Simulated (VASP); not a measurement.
## Na: single point with PBE

Crystal: Na.

```
Na
1.0
     2.98972    0.00000    0.00000
     0.00000    2.98972    0.00000
     0.00000    0.00000    2.98972
Na
1
Direct
  0.00000 0.00000 0.00000
```

This isn't the form of Na at room conditions, which is bcc.

```yaml
Program: VASP 6.6.1
Task: single point
Functional: PBE
Potentials_or_basis: VASP PAW PBE potentials, release 64 (Na_pv)
Cutoff: 520 eV
k_mesh: 13 × 13 × 13
Occupations: fermi-dirac, width 0.1 eV
Spin: no spin polarisation
```

```
Pressure               : 5.1 GPa
Band gap on the k mesh : zero (an odd number of electrons rules out a gap without spin polarisation)
```

Levels at points of the mesh, in eV from the Fermi level:
```
           k point  band 1  band 2  band 3  band 4  band 5  band 6  band 7  band 8
(0.00, 0.00, 0.00)  -25.02  -25.02  -25.02   -4.04   10.01   10.01   12.43   12.43
```

Wall time 19 s on 1 thread of Intel Xeon 8259CL, with other jobs on the host, peak memory 0.14 GiB.

Caveat: the cell stands under pressure.
